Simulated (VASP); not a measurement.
# Ta (Pm-3m) in VASP: single point with LDA

Aim: the single point of Ta with LDA.

All numbers are computed with VASP 6.6.1; they aren't measurements. Logs are shortened: lines on timing, memory, paths and dates and some standing lists are left out, and cuts for length are marked.

## 1. The cell of the first run

Symmetry: Pm-3m, No. 221, cubic system. The conventional cell has a = 3.187 Å, b = 3.187 Å, c = 3.187 Å, α = 90.00°, β = 90.00°, γ = 90.00°. Ta (site symmetry m-3m) has 6 Ta at 3.19 Å within 4.2 Å.

## 2. Single point, LDA

INCAR

```
ALGO = Normal
EDIFF = 1E-6
ENCUT = 500
GGA_COMPAT = False
ISIF = 2
ISMEAR = 1
LASPH = True
LCHARG = False
LREAL = False
LWAVE = False
NBANDS = 12
NELM = 120
PREC = Accurate
SIGMA = 0.1
```

KPOINTS

```
k-points
0
Gamma
  9 9 9
```

POSCAR

```
Ta
1.0
    3.1870000000      0.0000000000      0.0000000000
    0.0000000000      3.1870000000      0.0000000000
    0.0000000000      0.0000000000      3.1870000000
Ta
1
Direct
    0.5000000000      0.5000000000      0.5000000000
```

Potentials or basis: VASP PAW LDA potentials, release 64 (Ta_pv).

Launch:

```console
$ cat potpaw_LDA.64/Ta_pv/POTCAR > POTCAR
$ mpirun -np 1 vasp_std > vasp.out
```

OUTCAR:

```text
EDIFF = 1E-6
   ENCUT = 500
   ISIF = 2
   ISMEAR = 1
   LASPH = True
   LREAL = False
   NELM = 120
   PREC = Accurate

 ion  position               nearest neighbor table
   1  0.500  0.500  0.500-

  LATTYP: Found a simple cubic cell.
 ALAT       =     3.1870000000

  Lattice vectors:

 A1 = (   3.1870000000,   0.0000000000,   0.0000000000)
 A2 = (   0.0000000000,   3.1870000000,   0.0000000000)
 A3 = (   0.0000000000,   0.0000000000,   3.1870000000)

Analysis of symmetry for initial positions (statically):
=====================================================================
 Subroutine PRICEL returns:
 Original cell was already a primitive cell.

 Routine SETGRP: Setting up the symmetry group for a
 simple cubic supercell.

 Subroutine GETGRP returns: Found 48 space group operations
 (whereof 48 operations were pure point group operations)
 out of a pool of 48 trial point group operations.

The static configuration has the point symmetry O_h .

Analysis of symmetry for dynamics (positions and initial velocities):
=====================================================================
 Subroutine PRICEL returns:
 Original cell was already a primitive cell.

 Routine SETGRP: Setting up the symmetry group for a
 simple cubic supercell.

 Subroutine GETGRP returns: Found 48 space group operations
 (whereof 48 operations were pure point group operations)
 out of a pool of 48 trial point group operations.

The dynamic configuration has the point symmetry O_h .

 Subroutine INISYM returns: Found 48 space group operations
 (whereof 48 operations are pure point group operations),
 and found     1 'primitive' translations

----------------------------------------------------------------------------------------

                                     Primitive cell

  volume of cell :      32.3703

  direct lattice vectors                    reciprocal lattice vectors
     3.187000000  0.000000000  0.000000000     0.313774710  0.000000000  0.000000000
     0.000000000  3.187000000  0.000000000     0.000000000  0.313774710  0.000000000
     0.000000000  0.000000000  3.187000000     0.000000000  0.000000000  0.313774710

  length of vectors
     3.187000000  3.187000000  3.187000000     0.313774710  0.313774710  0.313774710

  position of ions in fractional coordinates (direct lattice)
     0.500000000  0.500000000  0.500000000

  ion indices of the primitive-cell ions
   primitive index   ion index
                 1           1

----------------------------------------------------------------------------------------

 KPOINTS: k-points

Automatic generation of k-mesh.
 Grid dimensions read from file:
 generate k-points for:    9    9    9

 Generating k-lattice:

  Cartesian coordinates                     Fractional coordinates (reciprocal lattice)
     0.034863857  0.000000000  0.000000000     0.111111111  0.000000000  0.000000000
     0.000000000  0.034863857  0.000000000     0.000000000  0.111111111  0.000000000
     0.000000000  0.000000000  0.034863857     0.000000000  0.000000000  0.111111111

  Length of vectors
     0.034863857  0.034863857  0.034863857

  Shift w.r.t. Gamma in fractional coordinates (k-lattice)
     0.000000000  0.000000000  0.000000000

 Subroutine IBZKPT returns following result:
 ===========================================

 Found     35 irreducible k-points:

 Following reciprocal coordinates:
            Coordinates               Weight
  0.000000  0.000000  0.000000      1.000000
  0.111111  0.000000  0.000000      6.000000
  0.222222  0.000000  0.000000      6.000000
  0.333333  0.000000  0.000000      6.000000
  0.444444  0.000000  0.000000      6.000000
  0.111111  0.111111  0.000000     12.000000
[... 16 lines left out ...]
  0.333333  0.333333  0.111111     24.000000
  0.444444  0.333333  0.111111     48.000000
 [... further k-points ...]
   k-points           NKPTS =     35   k-points in BZ     NKDIM =     35   number of bands    NBANDS=     12
   number of dos      NEDOS =    301   number of ions     NIONS =      1
   total plane-waves  NPLWV =  13824
   dimension x,y,z NGX =    24 NGY =   24 NGZ =   24
   dimension x,y,z NGXF=    48 NGYF=   48 NGZF=   48
   ions per type =               1
   NGX,Y,Z   is equivalent  to a cutoff of  12.52, 12.52, 12.52 a.u.
   NGXF,Y,Z  is equivalent  to a cutoff of  25.04, 25.04, 25.04 a.u.
 SYSTEM =  unknown system
   PREC   = accura    normal or accurate (medium, high low for compatibility)
   ISTART =      0    job   : 0-new  1-cont  2-samecut
   ICHARG =      2    charge: 1-file 2-atom 10-const
   ISPIN  =      1    spin polarized calculation?
   LNONCOLLINEAR =      F non collinear calculations
   LSORBIT =      F    spin-orbit coupling
   LASPH  =      T    aspherical Exc in radial PAW
   ENCUT  =  500.0 eV  36.75 Ry    6.06 a.u.   5.81  5.81  5.81*2*pi/ulx,y,z
   NELM   =    120;   NELMIN=  2; NELMDL= -5     # of ELM steps
   EDIFF  = 0.1E-05   stopping-criterion for ELM
   LREAL  =      F    real-space projection
   EDIFFG = 0.1E-04   stopping-criterion for IOM
   NSW    =      0    number of steps for IOM
   IBRION =     -1    ionic relax: 0-MD 1-quasi-New 2-CG
   NFREE  =      0    steps in history (QN), initial steepest desc. (CG)
   ISIF   =      2    stress and relaxation
   ISYM   =      2    0-nonsym 1-usesym 2-fastsym
   POTIM  = 0.5000    time-step for ionic-motion
   TEBEG  =    0.0;   TEEND  =   0.0 temperature during run
   PSTRESS=    0.0 pullay stress
   NELECT =      11.0000    total number of electrons
   NUPDOWN=      -1.0000    fix difference up-down
   EMIN   =  10.00;   EMAX   =-10.00  energy-range for DOS
   EFERMI =   0.00;   METHOD = LEGACY
   ISMEAR =     1;   SIGMA  =   0.10  broadening in eV -4-tet -1-fermi 0-gaus
   EFERMI_NEDOS =   21; number of points for ismear=-14 and -15
   IALGO  =     38    algorithm
   IMIX   =      4    mixing-type and parameters
     AMIX     =   0.40;   BMIX     =  1.00
     AMIX_MAG =   1.60;   BMIX_MAG =  1.00
  volume/ion in A,a.u.               =      32.37       218.45
  Fermi-wavevector in a.u.,A,eV,Ry     =   1.142414  2.158850 17.757108  1.305111
  Thomas-Fermi vector in A             =   2.279112
   LORBIT       =      0    0 simple, 1 ext, 2 COOP (PROOUT), +10 PAW based schemes
   GGA     = CA    functional components
   LHFCALC =     F    Hartree Fock is set to
   AEXX    =    0.0000 exact exchange contribution
   IVDW    =     0    specifies the selected vdW correction
   LEPSILON=     F    determine dielectric tensor
   LRPA    =     F    only Hartree local field effects (RPA)
 non-spin polarized calculation
 Methfessel and Paxton  Order N= 1 SIGMA  =   0.10
  energy-cutoff  :      500.00
  volume of cell :       32.37
 maximum number of plane-waves:       843
 NGX is ok and might be reduce to    24
   NGX = 11   NGY = 11   NGZ = 11

 number of electron      10.9999995 magnetization

 Free energy of the ion-electron system (eV)
  ---------------------------------------------------
  ext. energy  EPLUGINS =         0.00000000
  ---------------------------------------------------
  free energy    TOTEN  =        -9.80084641 eV

  energy without entropy =       -9.79955246  energy(sigma->0) =       -9.80041510

 E-fermi :   1.5018     XC(G=0):  -9.9496

 val. band max:        1.4857495061   @ k =   0.4444   0.2222   0.1111
 cond. band min:       1.5272693439   @ k =   0.3333   0.2222   0.2222
 fundamental gap:      0.0415198378
 Fermi energy:         1.5018403387

 k-point     1 :       0.0000    0.0000    0.0000
  band No.  band energies     occupation
      1     -33.0919      2.00000
      2     -33.0919      2.00000
      3     -33.0919      2.00000
      4      -4.0863      2.00000
      5       0.0533      2.00000
      6       0.0533      2.00000
      7       4.7585      0.00000
      8       4.7585      0.00000
      9       4.7585      0.00000
     10      12.2065      0.00000
     11      12.2065      0.00000
     12      12.2065      0.00000

 k-point     2 :       0.1111    0.0000    0.0000
  band No.  band energies     occupation
      1     -33.1237      2.00000
      2     -33.0894      2.00000
      3     -33.0894      2.00000
      4      -3.8538      2.00000
      5       0.1082      2.00000
      6       0.2312      2.00000
      7       4.4818      0.00000
      8       4.4818      0.00000
      9       4.7791      0.00000
     10      10.8775      0.00000
     11      12.6646      0.00000
     12      12.6646      0.00000

 k-point     3 :       0.2222    0.0000    0.0000
  band No.  band energies     occupation
      1     -33.2033      2.00000
      2     -33.0829      2.00000
      3     -33.0829      2.00000
      4      -3.2233      2.00000
      5       0.2523      2.00000
      6       0.7016      2.00000
      7       3.8813      0.00000
      8       3.8813      0.00000
      9       4.8318      0.00000
     10       8.9080      0.00000
     11      13.5945      0.00000
     12      13.7754      0.00000

 k-point     4 :       0.3333    0.0000    0.0000
  band No.  band energies     occupation
      1     -33.2925      2.00000
      2     -33.0755      2.00000
      3     -33.0755      2.00000
      4      -2.3918      2.00000
      5       0.4259      2.00000
      6       1.2167      2.00042
      7       3.3135     -0.00000
      8       3.3135     -0.00000
      9       4.8927      0.00000
     10       7.4498      0.00000
     11      13.5946      0.00000
     12      14.5257      0.00000

 k-point     5 :       0.4444    0.0000    0.0000
  band No.  band energies     occupation
      1     -33.3500      2.00000
      2     -33.0707      2.00000
      3     -33.0707      2.00000
      4      -1.7203      2.00000
      5       0.5455      2.00000
      6       1.4221      1.97851
      7       2.9875     -0.00000
      8       2.9875     -0.00000
      9       4.9330      0.00000
     10       6.8382      0.00000
     11      13.5946      0.00000
     12      13.8087      0.00000

 k-point     6 :       0.1111    0.1111    0.0000
  band No.  band energies     occupation
      1     -33.1219      2.00000
      2     -33.1201      2.00000
      3     -33.0868      2.00000
      4      -3.6202      2.00000
      5       0.2232      2.00000
      6       0.3529      2.00000
      7       4.1722      0.00000
      8       4.4518      0.00000
      9       4.5639      0.00000
     10      11.0680      0.00000
     11      11.5737      0.00000
     12      13.1254      0.00000

 k-point     7 :       0.2222    0.1111    0.0000
  band No.  band energies     occupation
      1     -33.2004      2.00000
      2     -33.1143      2.00000
      3     -33.0804      2.00000
      4      -2.9877      2.00000
      5       0.3908      2.00000
      6       0.8055      2.00000
      7       3.5333      0.00000
      8       3.9067      0.00000
      9       4.5817      0.00000
     10       9.3029      0.00000
     11      12.2901      0.00000
     12      13.5961      0.00000

 k-point     8 :       0.3333    0.1111    0.0000
  band No.  band energies     occupation
      1     -33.2893      2.00000
      2     -33.1066      2.00000
      3     -33.0730      2.00000
      4      -2.1519      2.00000
      5       0.5744      2.00000
      6       1.2201      2.00050
      7       3.1124     -0.00000
      8       3.3489     -0.00000
      9       4.6501      0.00000
     10       7.7302      0.00000
     11      13.3042      0.00000
     12      13.6004      0.00000
[... 166 lines left out ...]
 k-point    20 :       0.2222    0.2222    0.1111
  band No.  band energies     occupation
      1     -33.1923      2.00000
      2     -33.1881      2.00000
      3     -33.1050      2.00000
      4      -2.1195      2.00000
      5       0.8243      2.00000
      6       1.2682      2.00466
      7       2.9065     -0.00000
      8       3.5856      0.00000
      9       3.7692      0.00000
     10      10.5323      0.00000
     11      10.5960      0.00000
     12      13.6121      0.00000

 k-point    21 :       0.3333    0.2222    0.1111
  band No.  band energies     occupation
      1     -33.2782      2.00000
      2     -33.1818      2.00000
      3     -33.0975      2.00000
      4      -1.3001      2.00000
      5       0.8939      2.00000
      6       1.5559      0.21729
      7       2.6619     -0.00000
      8       3.3659     -0.00000
      9       3.8012      0.00000
     10       8.6710      0.00000
     11      11.5580      0.00000
     12      13.5963      0.00000

 k-point    22 :       0.4444    0.2222    0.1111
  band No.  band energies     occupation
      1     -33.3349      2.00000
      2     -33.1764      2.00000
      3     -33.0925      2.00000
      4      -0.5448      2.00000
      5       0.5776      2.00000
      6       1.4857      1.26847
      7       2.4413     -0.00000
      8       3.8698      0.00000
      9       4.2688      0.00000
     10       7.1594      0.00000
     11      12.6438      0.00000
     12      13.5983      0.00000

 k-point    23 :       0.3333    0.3333    0.1111
  band No.  band energies     occupation
      1     -33.2707      2.00000
      2     -33.2675      2.00000
      3     -33.0900      2.00000
      4      -0.6266      2.00000
      5       0.6248      2.00000
      6       2.3930     -0.00000
      7       2.5640     -0.00000
      8       3.4586     -0.00000
      9       3.5239      0.00000
     10       8.8175      0.00000
     11      10.1912      0.00000
     12      13.5965      0.00000

 k-point    24 :       0.4444    0.3333    0.1111
  band No.  band energies     occupation
      1     -33.3254      2.00000
      2     -33.2631      2.00000
      3     -33.0851      2.00000
      4      -0.1397      2.00000
      5       0.3301      2.00000
      6       2.4738     -0.00000
      7       2.5112     -0.00000
      8       3.5719      0.00000
      9       4.6644      0.00000
     10       7.2968      0.00000
     11      10.6399      0.00000
     12      12.9569      0.00000

 [... further k-points ...]
[... 5 lines left out ...]
  --------------------------------------------------------------------------------------
  -------------------------------------------------------------------------------------
  Total       -5.9916754     -5.9916754     -5.9916754      0.0000000      0.0000000      0.0000000
  in kB     -296.5600672   -296.5600672   -296.5600672      0.0000000      0.0000000      0.0000000
  external PRESSURE =    -296.5600672 kB  Pullay stress =       0.0000000 kB

 VOLUME and BASIS-vectors are now :
 -----------------------------------------------------------------------------
  energy-cutoff  :      500.00
  volume of cell :       32.37
      direct lattice vectors                 reciprocal lattice vectors
     3.187000000  0.000000000  0.000000000     0.313774710  0.000000000  0.000000000
     0.000000000  3.187000000  0.000000000     0.000000000  0.313774710  0.000000000
     0.000000000  0.000000000  3.187000000     0.000000000  0.000000000  0.313774710

 POSITION                                       TOTAL-FORCE (eV/Angst)
 -----------------------------------------------------------------------------------
      1.59350      1.59350      1.59350         0.000000      0.000000      0.000000
 -----------------------------------------------------------------------------------
    total drift:                                0.000000     -0.000000     -0.000000

  FREE ENERGIE OF THE ION-ELECTRON SYSTEM (eV)
  ---------------------------------------------------
  free  energy   TOTEN  =        -9.8008464120 eV

  energy  without entropy=       -9.7995524638  energy(sigma->0) =       -9.80041510
```

Wall time 3.9 s (1 thread of Intel Xeon Platinum 8488C (Sapphire Rapids), shared host); peak memory 0.13 GiB.

What came out:

| Property | Result |
| --- | --- |
| Free energy | -9.8008 eV |
| Pressure | -29.7 GPa |

Levels at points of the mesh, in eV from the Fermi level:
| k point | band 3 | band 4 | band 5 | band 6 | band 7 | band 8 | band 9 | band 10 |
| --- | --- | --- | --- | --- | --- | --- | --- | --- |
| (0.00, 0.00, 0.00) | -34.59 | -5.59 | -1.45 | -1.45 | 3.26 | 3.26 | 3.26 | 10.70 |

Caveat: spin-orbit coupling is left out, which moves the levels of the heavy elements.
